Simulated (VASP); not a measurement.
Set up this calculation in VASP 6.6.1, as the native input.

- Task: single point
- Functional: PBE
- Potentials or basis: VASP PAW PBE potentials, release 64 (B, N)
- Cutoff: 520 eV
- k mesh: 11 × 11 × 4
- Occupations: fermi-dirac, width 0.02 eV
- Spin: no spin polarisation
- Dipole correction: no
- Further INCAR settings: ALGO = Normal; EDIFF = 1e-06; NBANDS = 16

The structure of BN lies in POSCAR:

```
BN
1.0
    2.5039917043      0.0000000000      0.0000000000
   -1.2519958522      2.1685204268      0.0000000000
    0.0000000000      0.0000000000      6.6612000000
B N
2 2
Direct
    0.3333333333      0.6666666667      0.2500000000
    0.6666666667      0.3333333333      0.7500000000
    0.3333333333      0.6666666667      0.7500000000
    0.6666666667      0.3333333333      0.2500000000
```

One way to write it, as run:

INCAR

```
ALGO     = Normal         # electronic algorithm
EDIFF    = 1E-6           # SCF threshold, eV
ENCUT    = 520            # plane-wave cutoff, eV
GGA      = PE             # functional
ISIF     = 2              # what is computed and relaxed
ISMEAR   = -1             # smearing method
LASPH    = T              # aspherical terms in the spheres
LCHARG   = F              # write CHGCAR
LREAL    = F              # projectors in reciprocal space
LWAVE    = F              # write WAVECAR
NBANDS   = 16             # bands
NELM     = 80             # most SCF steps
PREC     = Accurate       # precision mode
SIGMA    = 0.02           # smearing width, eV
```

KPOINTS

```
k-points
0
Gamma
  11 11 4
```

Potentials or basis: VASP PAW PBE potentials, release 64 (B, N).

Launch:

```console
$ cat potpaw_PBE.64/B/POTCAR potpaw_PBE.64/N/POTCAR > POTCAR
$ mpirun -np 1 vasp_std > vasp.out
```

It gave:

```yaml
Pressure: 3.4 GPa
Band_gap_on_the_k_mesh: 4.33 eV, indirect (least direct gap 4.67 eV)
```

Caveat: this functional lacks dispersion, which binds the layers, so the pressure and a relaxed spacing across them are unreliable.

Wall time 11 s on 1 thread of Intel(R) Xeon(R) 6975P-C (Granite Rapids), on a shared host, peak memory 0.15 GiB.
